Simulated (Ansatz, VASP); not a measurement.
## TiC in VASP and in Ansatz

Contents of INCAR:

```
PREC = Accurate ; ENCUT = 520
EDIFF = 1E-7 ; ISMEAR = 1
SIGMA = 0.1 ; LREAL = False
LASPH = True ; NELM = 80
ALGO = Normal ; ISIF = 2
LWAVE = False ; LCHARG = False
GGA = PE ; NBANDS = 15
```

File KPOINTS:

```
Automatic mesh
0
Gamma
  11 11 11
```

File POSCAR:

```
TiC
1.0
    0.0000000000      2.1877151007      2.1877151007
    2.1877151007      0.0000000000      2.1877151007
    2.1877151007      2.1877151007      0.0000000000
Ti C
1 1
Direct
    0.0000000000      0.0000000000      0.0000000000
    0.5000000000      0.5000000000      0.5000000000
```

Input for Ansatz:

```yaml
crystal:
  lattice:
    - [0.0, 2.1877151006689086, 2.1877151006689086]
    - [2.1877151006689086, 0.0, 2.1877151006689086]
    - [2.1877151006689086, 2.1877151006689086, 0.0]
  atoms:
    - { symbol: Ti, position: [0.0, 0.0, 0.0] }
    - { symbol: C, position: [0.5, 0.5, 0.5] }
basis:
  ecutwfc: 500.0
kpoints:
  mp_grid:
    grid: [11, 11, 11]
hamiltonian:
  xc: pbe
  pseudopotentials:
    kind: paw
scf:
  occupations:
    method: cold
    width: 0.1
output:
  stress: true
```

Alike in both runs: task single point; functional PBE; k mesh 11 × 11 × 11; no spin polarisation.

|  | VASP | Ansatz |
| --- | --- | --- |
| version | VASP 6.6.1 | Ansatz 0.2.0 |
| potentials or method | VASP PAW PBE potentials, release 64 (Ti_sv, C), cutoff 520 eV | plane waves, PAW |
| occupations | methfessel-paxton of order 1, width 0.1 eV | cold, width 0.1 eV |
| valence electrons in the cell | 16 | 16 |

|  | VASP | Ansatz | Ansatz less VASP |
| --- | --- | --- | --- |
| pressure (GPa) | -6.7 | -6.9 | -0.28 |
